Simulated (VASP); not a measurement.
Input of a VASP 6.6.1 run:

Contents of POSCAR:

```
Al16N15O
1.0
    6.2595139128      0.0000000578      0.0000000000
   -3.1297570064      5.4208980350      0.0000000000
    0.0000000000      0.0000000000     10.0348065929
Al N O
16 15 1
Direct
    0.3328292369      0.1686930833      0.2481037730
    0.1665847660      0.3350988999      0.5017693243
    0.3332932337      0.1683923242      0.7507269070
    0.1665779457      0.3350064612      0.9991040697
    0.3329038559      0.6662921435      0.2482174780
    0.1772322582      0.8404565021      0.5013525373
    0.3332410616      0.6668958100      0.7506616602
    0.1676169918      0.8355533031      0.9996705259
    0.8353200514      0.1686922027      0.2481817532
    0.6611716824      0.3242923357      0.5013635207
    0.8347226849      0.1683070745      0.7506575455
    0.6659933617      0.3338992289      0.9996084945
    0.8337170492      0.6677323130      0.2403064372
    0.6619249302      0.8397162631      0.5015646742
    0.8338328083      0.6677429453      0.7523021136
    0.6661731507      0.8353510185      0.9995542511
    0.3317660817      0.1698742142      0.4390428212
    0.1679556782      0.3334219763      0.1894667352
    0.3324954995      0.1691831579      0.9400320142
    0.1680778213      0.3333251832      0.6899187231
    0.3318736681      0.6682007814      0.4390374413
    0.1678332814      0.8333349223      0.1917800937
    0.3325648877      0.6701473716      0.9399735882
    0.1662576999      0.8324567739      0.6879046722
    0.8335668538      0.1698671573      0.4390536632
    0.6678907581      0.3334272071      0.1917364682
    0.8315364221      0.1690722211      0.9399535085
    0.6690449296      0.3351574532      0.6879295864
    0.6682064267      0.8332912039      0.1915533444
    0.8323034621      0.6693699001      0.9413642660
    0.6690693169      0.8321029494      0.6880662423
    0.8324070008      0.6692971637      0.4384860598
```

INCAR.step1

```
ALGO = Normal
EDIFF = 1E-5
ENCUT = 520
GGA = PE
GGA_COMPAT = False
ISIF = 2
ISMEAR = -1
ISYM = -1
LASPH = True
LCHARG = False
LREAL = Auto
LWAVE = True
NBANDS = 86
NELECT = 128.0
NELM = 120
PREC = Accurate
SIGMA = 0.01
```

The input INCAR.step2:

```
ALGO = Normal
EDIFF = 1E-6
ENCUT = 520
GGA = PE
GGA_COMPAT = False
HFSCREEN = 0.2079
ISIF = 2
ISMEAR = -1
ISTART = 1
ISYM = -1
LASPH = True
LCHARG = False
LHFCALC = True
LREAL = Auto
LWAVE = False
NBANDS = 86
NELECT = 128.0
NELM = 120
PREC = Accurate
PRECFOCK = Fast
SIGMA = 0.01
```

Contents of KPOINTS:

```
explicit points
1
Reciprocal
  0.25000000   0.25000000   0.25000000 1
```

Potentials or basis: VASP PAW PBE potentials, release 64 (Al, N, O).

Command:

```console
$ cat potpaw_PBE.64/Al/POTCAR potpaw_PBE.64/N/POTCAR potpaw_PBE.64/O/POTCAR > POTCAR
$ cp INCAR.step1 INCAR
$ mpirun -np 1 vasp_std > vasp.out
$ cp INCAR.step2 INCAR
$ mpirun -np 1 vasp_std > vasp.out
```

(1) What does it give for the largest force?

Answers

(1) 0.049 eV/Å.

Caveat: the cell carries a net charge on a neutralising background, which shifts energy and pressure; the PAW data sets were made with another functional, which shifts forces and pressure a little.
